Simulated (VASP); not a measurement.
# Be (P1) in VASP: single point with PBE

Aim: the single point of Be with PBE.

Program: VASP 6.6.1. These are calculated values, not measurements. Logs are shortened: lines on timing, memory, paths and dates and some standing lists are left out, and cuts for length are marked.

## Step 1: The cell of the first run

The typed cell holds 4 atoms: a = 3.928 Å, b = 3.916 Å, c = 2.406 Å, α = 91.09°, β = 90.07°, γ = 90.06°.

## Step 2: Single point, PBE (atoms moved at random and the cell strained at random)

Input file INCAR:

```
ALGO = Fast
EDIFF = 1E-6
ENCUT = 520
GGA = PE
ISIF = 2
ISMEAR = 0
LASPH = True
LCHARG = False
LREAL = False
LWAVE = False
NBANDS = 12
NELM = 100
PREC = Accurate
SIGMA = 0.1
```

Input file KPOINTS:

```
k-points
0
Gamma
  10 10 16
```

Input file POSCAR:

```
Be
1.0
    3.9283846064     -0.0021356840     -0.0025478335
   -0.0021356840      3.9162449291     -0.0374681400
   -0.0015512704     -0.0228128000      2.4057922624
Be
4
Direct
    0.2958680250      0.2566053341     -0.0471928040
    0.7135666574      0.6768554676      0.0114497124
    0.2113114080      0.8346396320      0.5014860079
    0.7792539096      0.2318995664      0.5342570837
```

Potentials or basis: VASP PAW PBE potentials, release 64 (Be).

Command:

```console
$ cat potpaw_PBE.64/Be/POTCAR > POTCAR
$ mpirun -np 1 vasp_std > vasp.out
```

OUTCAR:

```text
EDIFF = 1E-6
   ENCUT = 520
   GGA = PE
   ISIF = 2
   ISMEAR = 0
   LASPH = True
   LREAL = False
   NELM = 100
   PREC = Accurate

 ion  position               nearest neighbor table
   1  0.296  0.257  0.953-   3 1.99   4 2.15   3 2.16   4 2.27   2 2.33   4 2.36
   2  0.714  0.677  0.011-   4 2.08   4 2.18   1 2.33   3 2.36   3 2.38
   3  0.211  0.835  0.501-   1 1.99   1 2.16   4 2.30   2 2.36   2 2.38
   4  0.779  0.232  0.534-   2 2.08   1 2.15   2 2.18   1 2.27   3 2.30   1 2.36

  LATTYP: Found a triclinic cell.
 ALAT       =     4.5571686919
 B/A-ratio  =     0.5279376480
 C/A-ratio  =     0.8620233919
 COS(alpha) =     0.0012881629
 COS(beta)  =     0.0016105742
 COS(gamma) =     0.5115680581

  Lattice vectors:

 A1 = (   0.0036869544,  -3.8934321291,  -2.3683241224)
 A2 = (   0.0015512704,   0.0228128000,  -2.4057922624)
 A3 = (   3.9283846064,  -0.0021356840,  -0.0025478335)

Analysis of symmetry for initial positions (statically):
=====================================================================
 Subroutine PRICEL returns:
 Original cell was already a primitive cell.

 Routine SETGRP: Setting up the symmetry group for a
 triclinic supercell.

 Subroutine GETGRP returns: Found  1 space group operations
 (whereof  1 operations were pure point group operations)
 out of a pool of  2 trial point group operations.

The static configuration has the point symmetry C_1 .

Analysis of symmetry for dynamics (positions and initial velocities):
=====================================================================
 Subroutine PRICEL returns:
 Original cell was already a primitive cell.

 Routine SETGRP: Setting up the symmetry group for a
 triclinic supercell.

 Subroutine GETGRP returns: Found  1 space group operations
 (whereof  1 operations were pure point group operations)
 out of a pool of  2 trial point group operations.

The dynamic configuration has the point symmetry C_1 .

 Subroutine INISYM returns: Found  1 space group operations
 (whereof  1 operations are pure point group operations),
 and found     1 'primitive' translations

----------------------------------------------------------------------------------------

                                     Primitive cell

  volume of cell :      37.0086

  direct lattice vectors                    reciprocal lattice vectors
     3.928384606 -0.002135684 -0.002547833     0.254557744  0.000140404  0.000165472
[... 104 lines left out ...]
   EFERMI =   0.00;   METHOD = LEGACY
   ISMEAR =     0;   SIGMA  =   0.10  broadening in eV -4-tet -1-fermi 0-gaus
   EFERMI_NEDOS =   21; number of points for ismear=-14 and -15
   IALGO  =     68    algorithm
   IMIX   =      4    mixing-type and parameters
     AMIX     =   0.40;   BMIX     =  1.00
     AMIX_MAG =   1.60;   BMIX_MAG =  1.00
  volume/ion in A,a.u.               =       9.25        62.44
  Fermi-wavevector in a.u.,A,eV,Ry     =   0.982511  1.856677 13.134082  0.965328
  Thomas-Fermi vector in A             =   2.113599
   LORBIT       =      0    0 simple, 1 ext, 2 COOP (PROOUT), +10 PAW based schemes
   GGA     = PE    functional components
   LHFCALC =     F    Hartree Fock is set to
   AEXX    =    0.0000 exact exchange contribution
   IVDW    =     0    specifies the selected vdW correction
   LEPSILON=     F    determine dielectric tensor
   LRPA    =     F    only Hartree local field effects (RPA)
 non-spin polarized calculation
 RMM-DIIS sequential band-by-band and
 Gauss-broadening in eV      SIGMA  =   0.10
  energy-cutoff  :      520.00
  volume of cell :       37.01
 maximum number of plane-waves:      1027
 NGX is ok and might be reduce to    30
   NGX = 15   NGY = 15   NGZ =  9

 number of electron       8.0000000 magnetization

 Free energy of the ion-electron system (eV)
  ---------------------------------------------------
  ext. energy  EPLUGINS =         0.00000000
  ---------------------------------------------------
  free energy    TOTEN  =       -14.19825053 eV

  energy without entropy =      -14.19634120  energy(sigma->0) =      -14.19729586

 E-fermi :   5.6133     XC(G=0): -10.0783

 val. band max:        5.5979642532   @ k =   0.1000  -0.2000   0.1875
 cond. band min:       5.6301321276   @ k =  -0.1000   0.1000  -0.0000
 fundamental gap:      0.0321678745
 Fermi energy:         5.6132721165

 k-point     1 :       0.0000    0.0000    0.0000
  band No.  band energies     occupation
      1      -4.7044      2.00000
      2       1.2448      2.00000
      3       1.7046      2.00000
      4       4.5122      2.00000
      5       4.9106      2.00000
      6       9.6209      0.00000
      7       9.7709      0.00000
      8      12.7571      0.00000
      9      13.7034      0.00000
     10      14.7218      0.00000
     11      18.9674      0.00000
     12      20.0645      0.00000
[... 331 lines left out ...]
 k-point    24 :      -0.3000    0.2000    0.0000
  band No.  band energies     occupation
      1      -3.7363      2.00000
      2      -0.8123      2.00000
      3       0.6761      2.00000
      4       3.6092      2.00000
      5       7.8122      0.00000
      6       9.1542      0.00000
      7      10.6673      0.00000
      8      14.7221      0.00000
      9      15.2821      0.00000
     10      17.5029      0.00000
     11      18.3804      0.00000
     12      19.3297      0.00000

 [... further k-points ...]

------------------------ aborting loop because EDIFF is reached ----------------------------------------

  FORCE on cell =-STRESS in cart. coord.  units (eV):
  Direction    XX          YY          ZZ          XY          YZ          ZX
  --------------------------------------------------------------------------------------
  -------------------------------------------------------------------------------------
  Total       -3.2967277     -0.7094334     -2.7224722      0.1109276      1.4228891     -0.0671121
  in kB     -142.7221589    -30.7128375   -117.8614492      4.8022865     61.5998105     -2.9054217
  external PRESSURE =     -97.0988152 kB  Pullay stress =       0.0000000 kB

 VOLUME and BASIS-vectors are now :
 -----------------------------------------------------------------------------
  energy-cutoff  :      520.00
  volume of cell :       37.01
      direct lattice vectors                 reciprocal lattice vectors
     3.928384606 -0.002135684 -0.002547833     0.254557744  0.000140404  0.000165472
    -0.002135684  3.916244929 -0.037468140     0.000140404  0.255369889  0.002421622
    -0.001551270 -0.022812800  2.405792262     0.000271774  0.003977315  0.415701377

 POSITION                                       TOTAL-FORCE (eV/Angst)
 -----------------------------------------------------------------------------------
      1.16026      0.98256      2.28189         0.033471      1.576243      1.110120
      2.80170      2.64895      0.00037        -0.244209      0.915840      0.030557
      0.82755      3.25676      1.17466        -0.280021     -1.414401     -0.373884
      3.05989      0.89432      1.27464         0.490759     -1.077683     -0.766794
 -----------------------------------------------------------------------------------
    total drift:                                0.000062     -0.000053      0.000003

  FREE ENERGIE OF THE ION-ELECTRON SYSTEM (eV)
  ---------------------------------------------------
  free  energy   TOTEN  =       -14.1982505273 eV

  energy  without entropy=      -14.1963411969  energy(sigma->0) =      -14.19729586
```

OSZICAR:

```text
N       E                     dE             d eps       ncg     rms          rms(c)
DAV:   1    -0.223170021202E+00   -0.22317E+00   -0.32168E+03 19296   0.547E+02
DAV:   2    -0.140290012655E+02   -0.13806E+02   -0.13258E+02 25144   0.916E+01
DAV:   3    -0.144168489157E+02   -0.38785E+00   -0.38519E+00 27396   0.108E+01
DAV:   4    -0.144181963309E+02   -0.13474E-02   -0.13471E-02 23168   0.719E-01
DAV:   5    -0.144182008922E+02   -0.45613E-05   -0.45613E-05 26392   0.398E-02    0.207E+00
RMM:   6    -0.142518043128E+02    0.16640E+00   -0.45205E-02 19546   0.114E+00    0.115E+00
RMM:   7    -0.141993854776E+02    0.52419E-01   -0.41289E-02 21122   0.901E-01    0.237E-01
RMM:   8    -0.141983126970E+02    0.10728E-02   -0.16962E-03 23504   0.251E-01    0.587E-02
RMM:   9    -0.141982520027E+02    0.60694E-04   -0.14250E-04 24828   0.920E-02    0.918E-03
RMM:  10    -0.141982499785E+02    0.20242E-05   -0.16474E-05 24534   0.344E-02    0.260E-03
RMM:  11    -0.141982505273E+02   -0.54881E-06   -0.26790E-06 23558   0.105E-02
   1 F= -.14198251E+02 E0= -.14197296E+02  d E =-.190933E-02
```

stdout:

```text
POSCAR found type information on POSCAR Be
 POSCAR found :  1 types and       4 ions
 scaLAPACK will be used
 LDA part: xc-table for (Slater+PW92), standard interpolation
 POSCAR, INCAR and KPOINTS ok, starting setup
 FFT: planning ... GRIDC
 FFT: planning ... GRID_SOFT
 FFT: planning ... GRID
 WAVECAR not read
 entering main loop
```

Wall time 4 min (1 thread of Intel Xeon Platinum 8259CL at 2.50GHz (Skylake/Cascade Lake), shared host); peak memory 0.36 GiB.

What came out:

- Free energy: -14.1983 eV
- Pressure: -9.7 GPa
- Largest force: 1.928 eV/Å
- Band gap on the k mesh: zero (band 4 reaches 5.99 eV, above the bottom of band 5 at 4.91 eV)

Forces in eV/Å, atoms in the order of the input:
```
Be   0.033  1.576  1.110
Be  -0.244  0.916  0.031
Be  -0.280 -1.414 -0.374
Be   0.491 -1.078 -0.767
```

Levels at points of the mesh, in eV from the Fermi level:
| k point | band 2 | band 3 | band 4 | band 5 | band 6 | band 7 |
| --- | --- | --- | --- | --- | --- | --- |
| (0.00, 0.00, 0.00) | -4.37 | -3.91 | -1.10 | -0.70 | 4.01 | 4.16 |
| (0.50, 0.00, 0.00) | -8.40 | -2.31 | -2.04 | 1.14 | 1.17 | 7.86 |
| (0.00, 0.50, 0.00) | -8.28 | -2.52 | -1.78 | 0.76 | 1.34 | 7.09 |
| (0.50, 0.50, 0.00) | -6.73 | -6.44 | -6.22 | 6.71 | 7.04 | 8.57 |
| (0.00, 0.00, 0.50) | -5.29 | 0.23 | 0.36 | 1.58 | 2.33 | 2.56 |
| (0.50, 0.00, 0.50) | -3.91 | -3.35 | -3.18 | 3.25 | 3.45 | 4.15 |
| (0.00, 0.50, 0.50) | -3.79 | -3.36 | -3.03 | 2.70 | 4.03 | 4.61 |
| (0.50, 0.50, 0.50) | -3.42 | -3.02 | -2.97 | 0.91 | 1.06 | 1.62 |

Caveat: the cell differs from its parent crystal (atoms moved at random and the cell strained at random); forces of over 1 eV/Å act on the atoms, so gaps and moduli don't describe the material at rest.
